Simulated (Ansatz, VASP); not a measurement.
**Two plane-wave programs on NaCl**

Contents of INCAR:

```
  ALGO = Normal
  EDIFF = 1E-7
  ENCUT = 520
  GGA = PE
  ISIF = 2
  ISMEAR = -1
  LASPH = True
  LCHARG = True
  LELF = True
  LREAL = False
  LVHAR = True
  LWAVE = False
  NBANDS = 14
  NELM = 80
  PREC = Accurate
  SIGMA = 0.02
```

File KPOINTS:

```
k-points
0
Gamma
  8 8 8
```

The input POSCAR:

```
NaCl
1.0
    0.0000000000      2.8027319622      2.8027319622
    2.8027319622      0.0000000000      2.8027319622
    2.8027319622      2.8027319622      0.0000000000
Na Cl
1 1
Direct
    0.0000000000      0.0000000000      0.0000000000
    0.5000000000      0.5000000000      0.5000000000
```

Input for Ansatz:

```yaml
crystal:
  lattice:
    - [0.0, 2.8027319622, 2.8027319622]
    - [2.8027319622, 0.0, 2.8027319622]
    - [2.8027319622, 2.8027319622, 0.0]
  atoms:
    - { symbol: Na, position: [0.0, 0.0, 0.0] }
    - { symbol: Cl, position: [0.5, 0.5, 0.5] }
kpoints:
  mp_grid: { grid: [8, 8, 8] }
  band_path:
    path:
      - [0.0, 0.0, 0.0]
      - [0.5, 0.0, 0.5]
      - [0.625, 0.25, 0.625]
      - [0.375, 0.375, 0.75]
      - [0.5, 0.5, 0.5]
      - [0.5, 0.25, 0.75]
    npoints: 1
hamiltonian:
  xc: pbe
scf:
  occupations: { method: fermi_dirac, width: 0.02 }
  n_extra_bands: 4
output:
  forces: true
  stress: true
  eigenvalues: true
```

Alike in both runs: task single point; functional PBE; k mesh 8 × 8 × 8; occupations fermi-dirac, width 0.02 eV; no spin polarisation.

|  | VASP | Ansatz |
| --- | --- | --- |
| version | VASP 6.6.1 | Ansatz 0.2.0 |
| potentials or method | VASP PAW PBE potentials, release 64 (Na_pv, Cl) | plane waves, PAW |
| plane-wave cutoff (eV) | 520 | 420 |
| valence electrons in the cell | 14 | 16 |

|  | VASP | Ansatz | Ansatz less VASP |
| --- | --- | --- | --- |
| gap on the k mesh at the Fermi level (eV) | 5.18 | 5.18 | 0.000 |
| pressure (GPa) | 1.2 | 1.3 | +0.03 |

VASP's potentials hold 14 valence electrons a cell and Ansatz's 16, so a difference there can come from the potentials and not from the codes.
